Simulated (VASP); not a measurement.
Runs of VASP 6.6.1 on CdSe. The structure is that of space group P6_3mc (No. 186), or close to it. The cells are those of the table. 

```tsv
cell	gap on the mesh (eV)	pressure (GPa)	largest force (eV/Å)
a = 4.406, b = 4.406, c = 7.015 Å, angles 90.0, 90.0, 120.0°, 4 atoms	0.58	0.7	0.20
a = 4.406, b = 4.406, c = 7.366 Å, angles 90.0, 90.0, 120.0°, 4 atoms	0.44	-1.4	0.08
a = 4.513, b = 4.513, c = 7.366 Å, angles 90.0, 90.0, 120.0°, 4 atoms	0.34	-3.0	0.02
a = 4.513, b = 4.513, c = 7.015 Å, angles 90.0, 90.0, 120.0°, 4 atoms	0.48	-1.2	0.31
a = 4.298, b = 4.298, c = 7.191 Å, angles 90.0, 90.0, 120.0°, 4 atoms	0.59	2.0	0.15
a = 4.406, b = 4.406, c = 6.664 Å, angles 90.0, 90.0, 120.0°, 4 atoms	(a)	4.1	0.85
a = 4.513, b = 4.513, c = 6.664 Å, angles 90.0, 90.0, 120.0°, 4 atoms	(c)	(b)	(d)
a = 4.513, b = 4.513, c = 6.840 Å, angles 90.0, 90.0, 120.0°, 4 atoms	0.55	0.1	0.58
```

Alike in all rows: task single point; level PBE; potentials or basis VASP PAW PBE potentials, release 64 (Cd, Se); no spin polarisation; k mesh 6 × 6 × 4; cutoff (eV) 520; smearing gaussian 0.05 eV.

Fill in the values left out.

(a) 0.69; (b) 1.8; (c) 0.63; (d) 0.98.

A k mesh can miss the band edges, and the runs leave out spin-orbit coupling on Cd, Se.
